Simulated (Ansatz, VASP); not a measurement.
## BN: VASP beside Ansatz

The input INCAR:

```
SYSTEM = BN
ALGO = Normal ; EDIFF = 1E-6
ENCUT = 600 ; GGA = CA
GGA_COMPAT = .False. ; ISIF = 2
ISMEAR = 0 ; LASPH = .True.
LCHARG = .False. ; LREAL = .False.
LWAVE = .False. ; NBANDS = 11
NELM = 120 ; PREC = Accurate
SIGMA = 0.1
```

KPOINTS

```
k-points
0
Gamma
  8 8 8
  0 0 0
```

File POSCAR:

```
BN
1.0
    0.0000000000      1.8130010000      1.8130010000
    1.8130010000      0.0000000000      1.8130010000
    1.8130010000      1.8130010000      0.0000000000
B N
1 1
Direct
    0.0000000000      0.0000000000      0.0000000000
    0.7500000000      0.7500000000      0.7500000000
```

Input for Ansatz:

```yaml
crystal:
  lattice:
    - [0.0, 1.813001, 1.813001]
    - [1.813001, 0.0, 1.813001]
    - [1.813001, 1.813001, 0.0]
  atoms:
    - { symbol: B, position: [0.0, 0.0, 0.0] }
    - { symbol: "N", position: [0.75, 0.75, 0.75] }
basis:
  ecutwfc: 520.0
kpoints:
  mp_grid: { grid: [8, 8, 8] }
hamiltonian:
  xc: lda
  pseudopotentials: { kind: paw, azcp: { folder: soft_1 } }
scf:
  occupations: { method: gaussian, width: 0.1 }
output:
  forces: true
  stress: true
  eigenvalues: true
```

Alike in both runs: task single point; functional LDA; k mesh 8 × 8 × 8; occupations gaussian, width 0.1 eV; no spin polarisation.

|  | VASP | Ansatz |
| --- | --- | --- |
| version | VASP 6.6.1 | Ansatz 0.2.0 |
| potentials or method | VASP PAW LDA potentials, release 64 (B, N), cutoff 600 eV | scalar-relativistic, plane waves, PAW |
| valence electrons in the cell | 8 | 8 |

```tsv
	VASP	Ansatz	Ansatz less VASP
gap on the k mesh at the Fermi level (eV)	4.33	4.34	+0.010
least direct gap on the mesh (eV)	8.64	8.65	+0.006
pressure (GPa)	-13.6	-14.3	-0.79
```

Ansatz warns that its potentials were made for another functional, while VASP's fit it. LDA's correlation is that of Perdew and Zunger in VASP and of Perdew and Wang (1992) in Ansatz.
